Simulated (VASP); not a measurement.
# FeO (Wuestite) (Fm-3m) in VASP: further runs, part 2 of 2

VASP 6.6.1. The steps go on from the part before.

### Step 3. Single point, PBE, collinear spin, ferromagnetic start

The input, INCAR:

```
ALGO = Normal ; EDIFF = 1E-6
ENCUT = 600 ; GGA = PE
GGA_COMPAT = False ; ISIF = 2
ISMEAR = -1 ; ISPIN = 2
LASPH = True ; LCHARG = True
LELF = True ; LMAXMIX = 4
LORBIT = 11 ; LREAL = False
LVHAR = True ; LWAVE = False
MAGMOM = 4.5 0 ; NBANDS = 22
NELM = 200 ; PREC = Accurate
SIGMA = 0.05
```

The input, KPOINTS:

```
k-points
0
Gamma
  11 11 11
```

The input, POSCAR:

```
FeO
1.0
    0.0000000000      2.1554000000      2.1554000000
    2.1554000000      0.0000000000      2.1554000000
    2.1554000000      2.1554000000      0.0000000000
Fe O
1 1
Direct
    0.0000000000      0.0000000000      0.0000000000
    0.5000000000      0.5000000000      0.5000000000
```

Potentials or basis: VASP PAW PBE potentials, release 64 (Fe_sv, O).

On the command line:

```sh
$ cat potpaw_PBE.64/Fe_sv/POTCAR potpaw_PBE.64/O/POTCAR > POTCAR
$ mpirun -np 1 vasp_std > vasp.out
```

OUTCAR:

```text
EDIFF = 1E-6
   ENCUT = 600
   GGA = PE
   ISIF = 2
   ISMEAR = -1
   ISPIN = 2
   LASPH = True
   LORBIT = 11
   LREAL = False
   NELM = 200
   PREC = Accurate

 ion  position               nearest neighbor table
   1  0.000  0.000  0.000-   2 2.16   2 2.16   2 2.16   2 2.16   2 2.16   2 2.16
   2  0.500  0.500  0.500-   1 2.16   1 2.16   1 2.16   1 2.16   1 2.16   1 2.16

  LATTYP: Found a face centered cubic cell.
 ALAT       =     4.3108000000

  Lattice vectors:

 A1 = (   0.0000000000,   2.1554000000,   2.1554000000)
 A2 = (   2.1554000000,   0.0000000000,   2.1554000000)
 A3 = (   2.1554000000,   2.1554000000,   0.0000000000)

Analysis of symmetry for initial positions (statically):
=====================================================================
 Subroutine PRICEL returns:
 Original cell was already a primitive cell.

 Routine SETGRP: Setting up the symmetry group for a
 face centered cubic supercell.

 Subroutine GETGRP returns: Found 48 space group operations
 (whereof 48 operations were pure point group operations)
 out of a pool of 48 trial point group operations.

The static configuration has the point symmetry O_h .

Analysis of symmetry for dynamics (positions and initial velocities):
=====================================================================
 Subroutine PRICEL returns:
 Original cell was already a primitive cell.

 Routine SETGRP: Setting up the symmetry group for a
 face centered cubic supercell.

 Subroutine GETGRP returns: Found 48 space group operations
 (whereof 48 operations were pure point group operations)
 out of a pool of 48 trial point group operations.

The dynamic configuration has the point symmetry O_h .

Analysis of structural, dynamic, and magnetic symmetry:
=====================================================================
 Subroutine PRICEL returns:
 Original cell was already a primitive cell.

 Routine SETGRP: Setting up the symmetry group for a
 face centered cubic supercell.

 Subroutine GETGRP returns: Found 48 space group operations
 (whereof 48 operations were pure point group operations)
 out of a pool of 48 trial point group operations.

The overall configuration has the point symmetry O_h .

 Subroutine INISYM returns: Found 48 space group operations
 (whereof 48 operations are pure point group operations),
 and found     1 'primitive' translations

----------------------------------------------------------------------------------------

                                     Primitive cell

  volume of cell :      20.0269

  direct lattice vectors                    reciprocal lattice vectors
     0.000000000  2.155400000  2.155400000    -0.231975503  0.231975503  0.231975503
     2.155400000  0.000000000  2.155400000     0.231975503 -0.231975503  0.231975503
     2.155400000  2.155400000  0.000000000     0.231975503  0.231975503 -0.231975503

  length of vectors
     3.048195912  3.048195912  3.048195912     0.401793358  0.401793358  0.401793358

  position of ions in fractional coordinates (direct lattice)
     0.000000000  0.000000000  0.000000000
     0.500000000  0.500000000  0.500000000

  ion indices of the primitive-cell ions
   primitive index   ion index
                 1           1
                 2           2
[... 57 lines left out ...]
   dimension x,y,z NGX =    24 NGY =   24 NGZ =   24
   dimension x,y,z NGXF=    48 NGYF=   48 NGZF=   48
   ions per type =               1   1
   NGX,Y,Z   is equivalent  to a cutoff of  13.09, 13.09, 13.09 a.u.
   NGXF,Y,Z  is equivalent  to a cutoff of  26.18, 26.18, 26.18 a.u.
 SYSTEM =  unknown system
   PREC   = accura    normal or accurate (medium, high low for compatibility)
   ISTART =      0    job   : 0-new  1-cont  2-samecut
   ICHARG =      2    charge: 1-file 2-atom 10-const
   ISPIN  =      2    spin polarized calculation?
   LNONCOLLINEAR =      F non collinear calculations
   LSORBIT =      F    spin-orbit coupling
   LASPH  =      T    aspherical Exc in radial PAW
   ENCUT  =  600.0 eV  44.10 Ry    6.64 a.u.   6.09  6.09  6.09*2*pi/ulx,y,z
   NELM   =    200;   NELMIN=  2; NELMDL= -5     # of ELM steps
   EDIFF  = 0.1E-05   stopping-criterion for ELM
   LREAL  =      F    real-space projection
   EDIFFG = 0.1E-04   stopping-criterion for IOM
   NSW    =      0    number of steps for IOM
   IBRION =     -1    ionic relax: 0-MD 1-quasi-New 2-CG
   NFREE  =      0    steps in history (QN), initial steepest desc. (CG)
   ISIF   =      2    stress and relaxation
   ISYM   =      2    0-nonsym 1-usesym 2-fastsym
   POTIM  = 0.5000    time-step for ionic-motion
   TEBEG  =    0.0;   TEEND  =   0.0 temperature during run
   PSTRESS=    0.0 pullay stress
   NELECT =      22.0000    total number of electrons
   NUPDOWN=      -1.0000    fix difference up-down
   EMIN   =  10.00;   EMAX   =-10.00  energy-range for DOS
   EFERMI =   0.00;   METHOD = LEGACY
   ISMEAR =    -1;   SIGMA  =   0.05  broadening in eV -4-tet -1-fermi 0-gaus
   EFERMI_NEDOS =   21; number of points for ismear=-14 and -15
   IALGO  =     38    algorithm
   IMIX   =      4    mixing-type and parameters
     AMIX     =   0.40;   BMIX     =  1.00
     AMIX_MAG =   1.60;   BMIX_MAG =  1.00
  volume/ion in A,a.u.               =      10.01        67.57
  Fermi-wavevector in a.u.,A,eV,Ry     =   1.689187  3.192101 38.822242  2.853354
  Thomas-Fermi vector in A             =   2.771359
   LORBIT       =     11    0 simple, 1 ext, 2 COOP (PROOUT), +10 PAW based schemes
   GGA     = PE    functional components
   LHFCALC =     F    Hartree Fock is set to
   AEXX    =    0.0000 exact exchange contribution
   IVDW    =     0    specifies the selected vdW correction
   LEPSILON=     F    determine dielectric tensor
   LRPA    =     F    only Hartree local field effects (RPA)
 spin polarized calculation
  energy-cutoff  :      600.00
  volume of cell :       20.03
 maximum number of plane-waves:       678
   NGX = 13   NGY = 13   NGZ = 13

 number of electron      22.0000013 magnetization       4.0002213

 Free energy of the ion-electron system (eV)
  ---------------------------------------------------
  ext. energy  EPLUGINS =         0.00000000
  ---------------------------------------------------
  free energy    TOTEN  =       -15.03912458 eV

  energy without entropy =      -15.02747165  energy(sigma->0) =      -15.03329811

 E-fermi :   9.8161     XC(G=0): -12.5278

 val. band max:        9.8100626919   @ k =  -0.2727   0.3636   0.0909
 cond. band min:       9.8171176306   @ k =  -0.3636   0.2727   0.0909
 fundamental gap:      0.0070549387
 Fermi energy:         9.8160808189

 spin component 1

 k-point     1 :       0.0000    0.0000    0.0000
  band No.  band energies     occupation
      1     -80.1011      1.00000
      2     -46.1233      1.00000
      3     -46.1233      1.00000
      4     -46.1233      1.00000
      5     -10.9724      1.00000
      6       5.9405      1.00000
[... 589 lines left out ...]
     21      36.0926      0.00000
     22      37.8315      0.00000

 [... further k-points ...]

 spin component 2

 k-point     1 :       0.0000    0.0000    0.0000
  band No.  band energies     occupation
      1     -75.9385      1.00000
      2     -42.0541      1.00000
      3     -42.0541      1.00000
      4     -42.0541      1.00000
      5     -10.4484      1.00000
      6       6.4869      1.00000
[... 589 lines left out ...]
     21      36.8656      0.00000
     22      38.6067      0.00000

 [... further k-points ...]
[... 5 lines left out ...]
  --------------------------------------------------------------------------------------
  -------------------------------------------------------------------------------------
  Total       -0.3260555     -0.3260555     -0.3260555      0.0000000      0.0000000      0.0000000
  in kB      -26.0848554    -26.0848554    -26.0848554      0.0000000      0.0000000      0.0000000
  external PRESSURE =     -26.0848554 kB  Pullay stress =       0.0000000 kB

 VOLUME and BASIS-vectors are now :
 -----------------------------------------------------------------------------
  energy-cutoff  :      600.00
  volume of cell :       20.03
      direct lattice vectors                 reciprocal lattice vectors
     0.000000000  2.155400000  2.155400000    -0.231975503  0.231975503  0.231975503
     2.155400000  0.000000000  2.155400000     0.231975503 -0.231975503  0.231975503
     2.155400000  2.155400000  0.000000000     0.231975503  0.231975503 -0.231975503

 POSITION                                       TOTAL-FORCE (eV/Angst)
 -----------------------------------------------------------------------------------
      0.00000      0.00000      0.00000         0.000000     -0.000000      0.000000
      2.15540      2.15540      2.15540        -0.000000      0.000000     -0.000000
 -----------------------------------------------------------------------------------
    total drift:                                0.000000     -0.000000     -0.000000

  FREE ENERGIE OF THE ION-ELECTRON SYSTEM (eV)
  ---------------------------------------------------
  free  energy   TOTEN  =       -15.0391245803 eV

  energy  without entropy=      -15.0274716462  energy(sigma->0) =      -15.03329811

 total charge

# of ion       s       p       d       tot
------------------------------------------
    1        2.103   5.997   5.513  13.612
    2        1.552   3.441   0.000   4.993
--------------------------------------------------
tot          3.655   9.437   5.513  18.605

 magnetization (x)

# of ion       s       p       d       tot
------------------------------------------
    1        0.015   0.010   3.450   3.476
    2        0.030   0.266   0.000   0.296
--------------------------------------------------
tot          0.045   0.276   3.450   3.772
```

OSZICAR:

```text
N       E                     dE             d eps       ncg     rms          rms(c)
DAV:   1     0.308461982880E+03    0.30846E+03   -0.12864E+04  5126   0.144E+03
DAV:   2    -0.344470118198E+00   -0.30881E+03   -0.29052E+03  5126   0.471E+02
DAV:   3    -0.175651912685E+02   -0.17221E+02   -0.17063E+02  5912   0.127E+02
DAV:   4    -0.178389980092E+02   -0.27381E+00   -0.27373E+00  5518   0.176E+01
DAV:   5    -0.178458849095E+02   -0.68869E-02   -0.68867E-02  5934   0.289E+00    0.165E+01
DAV:   6    -0.157362820827E+02    0.21096E+01   -0.15665E+01  7794   0.559E+01    0.222E+01
DAV:   7    -0.150449970328E+02    0.69129E+00   -0.35720E+00  6996   0.359E+01    0.992E+00
DAV:   8    -0.150546734013E+02   -0.96764E-02   -0.16236E-01  6388   0.409E+00    0.605E+00
DAV:   9    -0.150391764977E+02    0.15497E-01   -0.77636E-02  7794   0.385E+00    0.167E+00
DAV:  10    -0.150405022441E+02   -0.13257E-02   -0.15675E-02  6580   0.184E+00    0.401E-01
DAV:  11    -0.150390215661E+02    0.14807E-02   -0.71436E-03  7920   0.111E+00    0.144E-01
DAV:  12    -0.150391089553E+02   -0.87389E-04   -0.68851E-04  5604   0.214E-01    0.715E-02
DAV:  13    -0.150391348701E+02   -0.25915E-04   -0.20965E-04  7104   0.134E-01    0.470E-02
DAV:  14    -0.150391244126E+02    0.10458E-04   -0.34201E-05  7454   0.765E-02    0.129E-02
DAV:  15    -0.150391245803E+02   -0.16777E-06   -0.33256E-06  5548   0.161E-02
   1 F= -.15039125E+02 E0= -.15033298E+02  d E =-.116529E-01  mag=     4.0008
```

stdout:

```text
POSCAR found type information on POSCAR FeO
 POSCAR found :  2 types and       2 ions
 scaLAPACK will be used
 LDA part: xc-table for (Slater+PW92), standard interpolation
 POSCAR, INCAR and KPOINTS ok, starting setup
 FFT: planning ... GRIDC
 FFT: planning ... GRID_SOFT
 FFT: planning ... GRID
 WAVECAR not read
 entering main loop
```

It took 21 s on 1 thread of Intel Xeon 6975P-C (Granite Rapids), shared host; peak memory 0.17 GiB.

Results:

```
Free energy                                           : -15.0391 eV
Pressure                                              : -2.6 GPa
Band gap on the k mesh                                : zero (filled and empty bands overlap)
Net moment                                            : 4.00 μB per cell
Site moments                                          : Fe +3.48; O +0.30 μB
Valence electrons inside the program's atomic spheres : Fe 13.61; O 4.99
```

Levels at points of the mesh, in eV from the Fermi level:
Spin up:
```
           k point  band 11  band 12  band 13  band 14  band 15  band 16
(0.00, 0.00, 0.00)    -3.87    -3.68    -3.68     0.01    15.24    16.95
```
Spin down:
```
           k point  band 6  band 7  band 8  band 9  band 10  band 11  band 12  band 13
(0.00, 0.00, 0.00)   -3.33   -3.33   -3.33   -0.74    -0.74    -0.74     0.22     0.22
```

Caveat: a cell with one magnetic atom can't hold antiferromagnetic order, which such compounds often take; semilocal functionals often make such compounds metallic where correlation or magnetic order opens a gap, which also shifts bond lengths.

### Step 4. Comparison with measurements

Step 3. Measured gap of FeO: 2.4 eV (optical; quoted in “W\"ustite: Electric, thermodynamic and optical properties of FeO”, 2012, arxiv:1203.1201). This calculation gives 0.00 eV (-2.40 eV). So large a miss can be the level of theory's own, or it may mean another phase, state or a wrong row. The value is that of PBE on a finite k mesh, which can miss the band edges, without temperature or zero-point motion. Semilocal functionals fall short of measured gaps as a rule. The run's magnetic order (collinear spin, ferromagnetic start) needn't be the measured crystal's.
